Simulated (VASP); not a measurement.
Input of a VASP 6.6.1 run:

Contents of INCAR:

```
SYSTEM = PtSe2
ALGO = Normal ; EDIFF = 1E-6
ENCUT = 520 ; GGA = PE
ISIF = 2 ; ISMEAR = 0
LASPH = .TRUE. ; LCHARG = .FALSE.
LREAL = .FALSE. ; LWAVE = .FALSE.
NBANDS = 18 ; NELM = 100
PREC = Accurate ; SIGMA = 0.15
```

File KPOINTS:

```
k-points
0
G
  12 12 10
  0 0 0
```

Contents of POSCAR:

```
PtSe2
1.0
    3.7240006046      0.0000000000      0.0279300045
   -1.8620003023      3.2250791273     -0.0139650023
    0.0379650000      0.0000000000      5.0620000000
Pt Se
1 2
Direct
    0.0000000000      0.0000000000      0.0000000000
    0.3333333333      0.6666666667      0.2500000000
    0.6666666667      0.3333333333      0.7500000000
```

Potentials or basis: VASP PAW PBE potentials, release 64 (Pt, Se).

Launch:

```sh
$ cat potpaw_PBE.64/Pt/POTCAR potpaw_PBE.64/Se/POTCAR > POTCAR
$ mpirun -np 1 vasp_std > vasp.out
```

Predict the largest force.

0.601 eV/Å.

Predict the band gap on the k mesh.

zero (bands 11 and 12 overlap by 0.41 eV).

Predict the pressure.

7.3 GPa.

Forces in eV/Å, atoms in the order of the input:
```
Pt   0.000  0.000  0.000
Se  -0.161 -0.003  0.579
Se   0.161  0.003 -0.579
```

Caveat: the cell differs from its parent crystal (strain +0.0150 x Voigt [0, 0, 0, 0, 1, 0]); the cell stands under pressure; spin-orbit coupling is left out, which moves the levels of the heavy elements.
